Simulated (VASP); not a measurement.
Bi:

```xyz
1
Lattice="-1.9969 1.9969 1.9969 1.9969 -1.9969 1.9969 1.9969 1.9969 -1.9969" Properties=species:S:1:pos:R:3 pbc="T T T"
Bi    0.0000    0.0000    0.0000
```

| Property | Result |
| --- | --- |
| Program | VASP 6.6.1 |
| Task | relaxation of cell and atoms |
| Functional | LDA |
| Potentials or basis | VASP PAW LDA potentials, release 64 (Bi_d) |
| Cutoff | 600 eV |
| k mesh | 11 × 11 × 11 |
| Occupations | fermi-dirac, width 0.1 eV |
| Spin | no spin polarisation |

At the start: pressure -4.1 GPa; volume 31.85 Å³/atom.

Where does the relaxation end?

Over 3 steps the energy falls by 32.8 meV/atom and the volume is 29.48 Å³/atom (-7.4 %); space group Im-3m (No. 229, to 0.05 Å).

The path:
| step | energy change (eV) | largest force (eV/Å) | pressure (GPa) | volume (Å³) |
| --- | --- | --- | --- | --- |
| 1 | 0.0000 | 0.0000 | -4.13 | 31.85 |
| 2 | -0.0213 | 0.0000 | 3.06 | 28.21 |
| 3 | -0.0328 | 0.0000 | 0.02 | 29.48 |

Final structure:
```xyz
1
Lattice="-1.9461 1.9461 1.9461 1.9461 -1.9461 1.9461 1.9461 1.9461 -1.9461" Properties=species:S:1:pos:R:3 pbc="T T T"
Bi    0.0000    0.0000    0.0000
```
